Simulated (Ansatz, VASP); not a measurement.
## Two plane-wave programs on TaN

```
Ta N
1.0
     2.94647    0.00007   -0.00001
    -0.00003    5.11347    0.00000
     0.00002   -0.00003    5.79855
Ta N
4 4
Cartesian
  -0.0001 1.7039 1.4496
  0.0000 1.7039 4.3489
  1.4732 4.2607 1.4496
  1.4732 4.2607 4.3489
  1.4733 2.5573 2.8993
  1.4733 2.5573 0.0000
  2.9465 5.1141 2.8993
  0.0000 0.0005 0.0000
```

Change from the starting cell: cell x4, atoms moved at random (sigma 0.05 Å) and cell strained at random (1.5 %), then relaxed without symmetry.

Alike in both runs: functional PBE; k mesh 6 × 4 × 4; occupations gaussian, width 0.1 eV; no spin polarisation.

Ansatz relaxed the structure, and its values are those at the end. VASP's run is a single point on that final structure, the one shown.

|  | VASP | Ansatz |
| --- | --- | --- |
| version | VASP 6.6.1 | Ansatz 0.2.0 |
| potentials or method | VASP PAW PBE potentials, release 64 (Ta_pv, N), cutoff 520 eV | scalar-relativistic, plane waves, PAW |
| valence electrons in the cell | 64 | 72 |

|  | VASP | Ansatz | Ansatz less VASP |
| --- | --- | --- | --- |
| gap on the k mesh at the Fermi level (eV) | none | none | - |
| pressure (GPa) | 0.7 | 0.0 | -0.66 |

A gap of «none» marks a metal or a gap that the smearing closes. The functional is the same, so the differences come from potentials, cutoffs and numerics. VASP's potentials hold 64 valence electrons a cell and Ansatz's 72, so a difference there can come from the potentials and not from the codes.

Neither program's run includes spin-orbit coupling.
